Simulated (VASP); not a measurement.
LiSnBr3:

```xyz
5
Lattice="5.3135 0.0000 0.0000 0.0000 5.3135 0.0000 0.0000 0.0000 5.3135" Properties=species:S:1:pos:R:3 pbc="T T T"
Li    0.0000    0.0000    0.0000
Sn    2.6568    2.6568    2.6568
Br    0.0000    2.6568    2.6568
Br    2.6568    0.0000    2.6568
Br    2.6568    2.6568    0.0000
```

- Program: VASP 6.6.1
- Task: relaxation of cell and atoms
- Functional: PBEsol
- Potentials or basis: VASP PAW PBE potentials, release 64 (Li_sv, Sn_d, Br)
- Cutoff: 600 eV
- k mesh: 4 × 4 × 4
- Occupations: fermi-dirac, width 0.03 eV
- Spin: no spin polarisation

At the start: pressure 7.9 GPa; volume 30.00 Å³/atom.

How do energy, volume and symmetry change on relaxing?

Over 3 steps the energy falls by 150.1 meV/atom and the volume is 37.64 Å³/atom (+25.5 %); space group Pm-3m (No. 221, to 0.05 Å).

Step by step:
| step | energy change (eV) | largest force (eV/Å) | pressure (GPa) | volume (Å³) |
| --- | --- | --- | --- | --- |
| 1 | 0.0000 | 0.0000 | 7.91 | 150.02 |
| 2 | -0.7462 | 0.0000 | 0.36 | 184.53 |
| 3 | -0.7503 | 0.0000 | -0.01 | 188.22 |

Final structure:
```
CELL_PARAMETERS angstrom
5.73087 0.00000 0.00000
0.00000 5.73087 0.00000
0.00000 0.00000 5.73087
ATOMIC_POSITIONS crystal
Li 0.00000 0.00000 0.00000
Sn 0.50000 0.50000 0.50000
Br 0.00000 0.50000 0.50000
Br 0.50000 0.00000 0.50000
Br 0.50000 0.50000 0.00000
```

Caveat: the cutoff is under 1.25 times the usual one of these potentials, so pressure, stress and relaxed cells hold a basis-set (Pulay) error; the volume moved by over 15 % at a fixed basis, so the end points are rough; the PAW data sets were made with another functional, which shifts forces and pressure a little.
